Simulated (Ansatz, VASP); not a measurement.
**Rh: VASP beside Ansatz**

```
CELL_PARAMETERS angstrom
2.70789 0.00000 0.00000
0.00000 2.70789 0.00000
0.00000 0.00000 31.31817
ATOMIC_POSITIONS crystal
Rh 0.00000 0.00000 0.25802
Rh 0.50000 0.50000 0.31638
Rh 0.00000 0.00000 0.37773
Rh 0.50000 0.50000 0.43913
Rh 0.00000 0.00000 0.50000
Rh 0.50000 0.50000 0.56087
Rh 0.00000 0.00000 0.62227
Rh 0.50000 0.50000 0.68362
Rh 0.00000 0.00000 0.74198
```

Alike in both runs: functional PBE; k mesh 12 × 12 × 1; no spin polarisation.

Ansatz relaxed the structure, and its values are those at the end. VASP's run is a single point on that final structure, the one shown.

|  | VASP | Ansatz |
| --- | --- | --- |
| version | VASP 6.6.1 | Ansatz 0.2.0 |
| potentials or method | VASP PAW PBE potentials, release 64 (Rh_pv) | plane-wave PAW, scalar-relativistic |
| plane-wave cutoff (eV) | 400 | 420 |
| occupations | methfessel-paxton of order 1, width 0.1 eV | cold, width 0.1 eV |
| valence electrons in the cell | 135 | 153 |

```csv
,VASP,Ansatz,Ansatz less VASP
rms of the force components (eV/Å),0.005,0.002,-0.0027
```

VASP's potentials hold 135 valence electrons a cell and Ansatz's 153, so a difference there can come from the potentials and not from the codes.
